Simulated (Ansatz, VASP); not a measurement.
One calculation of MgS, two programs

```
Mg S
1.0
     0.00000    2.60165    2.60165
     2.60165    0.00000    2.60165
     2.60165    2.60165    0.00000
Mg S
1 1
Direct
  0.00000 0.00000 0.00000
  0.50000 0.50000 0.50000
```

Alike in both runs: task relaxation of cell and atoms; functional PBEsol; k mesh 8 × 8 × 8; occupations fermi-dirac, width 0.02 eV; no spin polarisation.

```csv
,VASP,Ansatz
version,VASP 6.6.1,Ansatz 0.2.0
potentials or method,"VASP PAW PBE potentials, release 64 (Mg, S), cutoff 600 eV",PAW plane waves
valence electrons in the cell,8,16
```

```tsv
	VASP	Ansatz	Ansatz less VASP
gap on the k mesh at the Fermi level, each at its own relaxed structure (eV)	2.73	2.73	-0.005
relaxed volume (Å³/atom)	17.36	17.39	+0.035
relaxed cell length with the largest relative difference (Å)	3.662	3.664	+0.0025
```

VASP's potentials were made for PBE, not for PBEsol, and Ansatz warns of the same on its side. VASP's potentials hold 8 valence electrons a cell and Ansatz's 16, so a difference there can come from the potentials and not from the codes.
